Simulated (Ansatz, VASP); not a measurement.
# One calculation of ScSi6, two programs

```
CELL_PARAMETERS angstrom
-3.32053 3.32053 3.32053
3.32053 -3.32053 3.32053
3.32053 3.32053 -3.32053
ATOMIC_POSITIONS crystal
Sc 0.00000 0.00000 0.00000
Si 0.75000 0.25000 0.50000
Si 0.25000 0.75000 0.50000
Si 0.50000 0.25000 0.75000
Si 0.75000 0.50000 0.25000
Si 0.50000 0.75000 0.25000
Si 0.25000 0.50000 0.75000
```

Alike in both runs: functional PBE; k mesh 8 × 8 × 8; occupations gaussian, width 0.1 eV; no spin polarisation.

Ansatz relaxed the structure, and its values are those at the end. VASP's run is a single point on that final structure, the one shown.

|  | VASP | Ansatz |
| --- | --- | --- |
| version | VASP 6.6.1 | Ansatz 0.2.0 |
| potentials or method | VASP PAW PBE potentials, release 64 (Sc_sv, Si), cutoff 520 eV | scalar-relativistic, plane waves, PAW |
| valence electrons in the cell | 35 | 35 |

|  | VASP | Ansatz | Ansatz less VASP |
| --- | --- | --- | --- |
| gap on the k mesh at the Fermi level (eV) | none | none | - |
| pressure (GPa) | 0.0 | 0.0 | +0.08 |

A gap of «none» marks a metal or a gap that the smearing closes. The functional is the same, so the differences come from potentials, cutoffs and numerics.
